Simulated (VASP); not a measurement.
# Cd2Fe (Fd-3m) in VASP: single point with PBE

Aim: the single point of Cd2Fe with PBE.

All numbers are computed with VASP 6.6.1; they aren't measurements. Logs are shortened: lines on timing, memory, paths and dates and some standing lists are left out, and cuts for length are marked.

### Step 1. The cell of the first run

The structure is cubic, space group Fd-3m (No. 227). Conventional cell: a = 7.781 Å, b = 7.781 Å, c = 7.781 Å, α = 90.00°, β = 90.00°, γ = 90.00°. Cd (site symmetry -3m) has 6 Cd at 2.75 Å and 6 Fe at 3.23 Å within 3.6 Å. Within 4.2 Å of Fe (site symmetry -43m) lie 12 Cd at 3.23 Å and 4 Fe at 3.37 Å.

### Step 2. Single point, PBE, collinear spin, ferromagnetic start

File INCAR:

```
SYSTEM = Cd2Fe
PREC = Accurate
ENCUT = 520
EDIFF = 1E-6
ISMEAR = 0
SIGMA = 0.1
LREAL = .False.
LASPH = .True.
NELM = 150
ALGO = Normal
ISIF = 2
LWAVE = .False.
LCHARG = .True.
ISPIN = 2
MAGMOM = 0 0 0 0 3.44 3.44
LORBIT = 11
LMAXMIX = 4
GGA = PE
LELF = .True.
LVHAR = .True.
NBANDS = 45
```

File KPOINTS:

```
Automatic mesh
0
Gamma
  8 8 8
  0 0 0
```

File POSCAR:

```
Cd2Fe
1.0
    0.0000000000      3.8905345657      3.8905345657
    3.8905345657      0.0000000000      3.8905345657
    3.8905345657      3.8905345657      0.0000000000
Cd Fe
4 2
Direct
    0.6250000000      0.6250000000      0.6250000000
    0.1250000000      0.6250000000      0.6250000000
    0.6250000000      0.6250000000      0.1250000000
    0.6250000000      0.1250000000      0.6250000000
    0.0000000000      0.0000000000      0.0000000000
    0.2500000000      0.2500000000      0.2500000000
```

Potentials or basis: VASP PAW PBE potentials, release 64 (Cd, Fe).

Started as:

```
> cat potpaw_PBE.64/Cd/POTCAR potpaw_PBE.64/Fe/POTCAR > POTCAR
> mpirun -np 1 vasp_std > vasp.out
```

OUTCAR:

```text
SYSTEM = Cd2Fe
   PREC = Accurate
   ENCUT = 520
   EDIFF = 1E-6
   ISMEAR = 0
   LREAL = .False.
   LASPH = .True.
   NELM = 150
   ISIF = 2
   ISPIN = 2
   LORBIT = 11
   GGA = PE

 ion  position               nearest neighbor table
   1  0.625  0.625  0.625-   2 2.75   3 2.75   4 2.75   3 2.75   4 2.75   2 2.75   6 3.23   5 3.23
                             6 3.23   5 3.23   6 3.23   5 3.23
   2  0.125  0.625  0.625-   1 2.75   3 2.75   4 2.75   1 2.75   3 2.75   4 2.75   5 3.23   6 3.23
                             5 3.23   5 3.23   6 3.23   6 3.23
   3  0.625  0.625  0.125-   1 2.75   1 2.75   2 2.75   4 2.75   4 2.75   2 2.75   6 3.23   5 3.23
                             6 3.23   5 3.23   6 3.23   5 3.23
   4  0.625  0.125  0.625-   1 2.75   3 2.75   1 2.75   2 2.75   3 2.75   2 2.75   5 3.23   6 3.23
                             5 3.23   6 3.23   6 3.23   5 3.23
   5  0.000  0.000  0.000-   1 3.23   3 3.23   4 3.23   1 3.23   2 3.23   3 3.23   1 3.23   2 3.23
                             4 3.23   2 3.23   3 3.23   4 3.23
   6  0.250  0.250  0.250-   2 3.23   3 3.23   4 3.23   1 3.23   2 3.23   4 3.23   1 3.23   2 3.23
                             3 3.23   1 3.23   3 3.23   4 3.23

  LATTYP: Found a face centered cubic cell.
 ALAT       =     7.7810691314

  Lattice vectors:

 A1 = (   0.0000000000,   3.8905345657,   3.8905345657)
 A2 = (   3.8905345657,   0.0000000000,   3.8905345657)
 A3 = (   3.8905345657,   3.8905345657,   0.0000000000)

Analysis of symmetry for initial positions (statically):
=====================================================================
 Subroutine PRICEL returns:
 Original cell was already a primitive cell.

 Routine SETGRP: Setting up the symmetry group for a
 face centered cubic supercell.

 Subroutine GETGRP returns: Found 48 space group operations
 (whereof 24 operations were pure point group operations)
 out of a pool of 48 trial point group operations.

The static configuration has the point symmetry T_d .
 The point group associated with its full space group is O_h .

Analysis of symmetry for dynamics (positions and initial velocities):
=====================================================================
 Subroutine PRICEL returns:
 Original cell was already a primitive cell.

 Routine SETGRP: Setting up the symmetry group for a
 face centered cubic supercell.

 Subroutine GETGRP returns: Found 48 space group operations
 (whereof 24 operations were pure point group operations)
 out of a pool of 48 trial point group operations.

The dynamic configuration has the point symmetry T_d .
 The point group associated with its full space group is O_h .

Analysis of structural, dynamic, and magnetic symmetry:
[... 163 lines left out ...]
  ext. energy  EPLUGINS =         0.00000000
  ---------------------------------------------------
  free energy    TOTEN  =       -15.72834034 eV

  energy without entropy =      -15.70395309  energy(sigma->0) =      -15.71614671

 E-fermi :   3.0086     XC(G=0): -11.1153

 val. band max:        3.0074642279   @ k =  -0.3750   0.3750   0.0000
 cond. band min:       3.0105952511   @ k =   0.3750   0.2500   0.0000
 fundamental gap:      0.0031310232
 Fermi energy:         3.0086376938

 spin component 1

 k-point     1 :       0.0000    0.0000    0.0000
  band No.  band energies     occupation
      1      -8.1079      1.00000
      2      -7.1366      1.00000
      3      -7.1366      1.00000
      4      -7.1366      1.00000
      5      -6.8368      1.00000
      6      -6.8368      1.00000
[... 1117 lines left out ...]
     43      11.1748      0.00000
     44      11.1951      0.00000

 [... further k-points ...]

 spin component 2

 k-point     1 :       0.0000    0.0000    0.0000
  band No.  band energies     occupation
      1      -8.0867      1.00000
      2      -7.1507      1.00000
      3      -7.1507      1.00000
      4      -7.1507      1.00000
      5      -6.8584      1.00000
      6      -6.8584      1.00000
[... 1117 lines left out ...]
     43      11.3405      0.00000
     44      11.3636      0.00000

 [... further k-points ...]

 [bands above 44 left out]

------------------------ aborting loop because EDIFF is reached ----------------------------------------

  FORCE on cell =-STRESS in cart. coord.  units (eV):
  Direction    XX          YY          ZZ          XY          YZ          ZX
  --------------------------------------------------------------------------------------
  -------------------------------------------------------------------------------------
  Total        0.4491926      0.4491926      0.4491926      0.0000000     -0.0000000      0.0000000
  in kB        6.1106208      6.1106208      6.1106208      0.0000000     -0.0000000      0.0000000
  external PRESSURE =       6.1106208 kB  Pullay stress =       0.0000000 kB

 VOLUME and BASIS-vectors are now :
 -----------------------------------------------------------------------------
  energy-cutoff  :      520.00
  volume of cell :      117.78
      direct lattice vectors                 reciprocal lattice vectors
     0.000000000  3.890534566  3.890534566    -0.128517043  0.128517043  0.128517043
     3.890534566  0.000000000  3.890534566     0.128517043 -0.128517043  0.128517043
     3.890534566  3.890534566  0.000000000     0.128517043  0.128517043 -0.128517043

 POSITION                                       TOTAL-FORCE (eV/Angst)
 -----------------------------------------------------------------------------------
      4.86317      4.86317      4.86317        -0.000000     -0.000000      0.000000
      4.86317      2.91790      2.91790         0.000000     -0.000000      0.000000
      2.91790      2.91790      4.86317        -0.000000     -0.000000      0.000000
      2.91790      4.86317      2.91790         0.000000     -0.000000      0.000000
      0.00000      0.00000      0.00000        -0.000000      0.000000     -0.000000
      1.94527      1.94527      1.94527         0.000000      0.000000      0.000000
 -----------------------------------------------------------------------------------
    total drift:                                0.000000      0.000000      0.000000

  FREE ENERGIE OF THE ION-ELECTRON SYSTEM (eV)
  ---------------------------------------------------
  free  energy   TOTEN  =       -15.7283403377 eV

  energy  without entropy=      -15.7039530916  energy(sigma->0) =      -15.71614671

 total charge

# of ion       s       p       d       tot
------------------------------------------
    1        0.520   0.418   9.479  10.417
    2        0.520   0.418   9.479  10.417
    3        0.520   0.418   9.479  10.417
    4        0.520   0.418   9.479  10.417
    5        0.282   0.202   6.090   6.574
    6        0.282   0.202   6.090   6.574
--------------------------------------------------
tot          2.645   2.076  50.095  54.816

 magnetization (x)

# of ion       s       p       d       tot
------------------------------------------
    1       -0.009  -0.020   0.001  -0.027
    2       -0.009  -0.020   0.001  -0.027
    3       -0.009  -0.020   0.001  -0.027
    4       -0.009  -0.020   0.001  -0.027
    5        0.028   0.004   2.990   3.022
    6        0.028   0.004   2.990   3.022
--------------------------------------------------
tot          0.022  -0.070   5.984   5.935
```

Wall time 4.5 min (1 thread of Intel Xeon Platinum 8488C (Sapphire Rapids), shared host); peak memory 0.45 GiB.

Results:

| Property | Result |
| --- | --- |
| Free energy | -15.7283 eV |
| Pressure | 0.6 GPa |
| Net moment | 5.79 μB per cell |
| Site moments | Cd -0.03; Fe +3.02 μB |
| Valence electrons inside the program's atomic spheres | Cd 10.42; Fe 6.57 |
